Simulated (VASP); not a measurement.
Input of a VASP 6.6.1 run:

The input INCAR:

```
  ALGO = Normal
  EDIFF = 1E-7
  EDIFFG = -0.02
  ENCUT = 600
  GGA = PE
  IBRION = 2
  ISIF = 3
  ISMEAR = 0
  LASPH = True
  LCHARG = False
  LREAL = False
  LWAVE = False
  NELM = 60
  NSW = 50
  PREC = Accurate
  PSTRESS = 80.0
  SIGMA = 0.01
```

File KPOINTS:

```
k-points
0
Gamma
  6 6 6
```

Contents of POSCAR:

```
InP
1.0
    4.1443530000      0.0000000000      0.0000000000
    2.0721765000      3.5891149803      0.0000000000
    2.0721765000      1.1963716601      3.3838500547
In P
1 1
Direct
    0.0000000000      0.0000000000      0.0000000000
    0.2500000000      0.2500000000      0.2500000000
```

Potentials or basis: VASP PAW PBE potentials, release 64 (In_d, P).

Launch:

```sh
$ cat potpaw_PBE.64/In_d/POTCAR potpaw_PBE.64/P/POTCAR > POTCAR
$ mpirun -np 1 vasp_std > vasp.out
```

(1) Predict the relaxed cell.

(2) Estimate the space group after relaxing (to 0.05 Å).

(3) Estimate the band gap on the k mesh.

(4) What does it give for the relaxed volume?

Results:

(1) a = 4.069 Å, b = 4.069 Å, c = 4.069 Å, α = 60.00°, β = 60.00°, γ = 60.00°.

(2) F-43m (No. 216).

(3) 1.01 eV, direct.

(4) 23.82 Å³/atom.

Caveat: the cell is relaxed towards a set pressure, so the enthalpy falls and the energy may rise; spin-orbit coupling is left out, which moves the levels of the heavy elements.
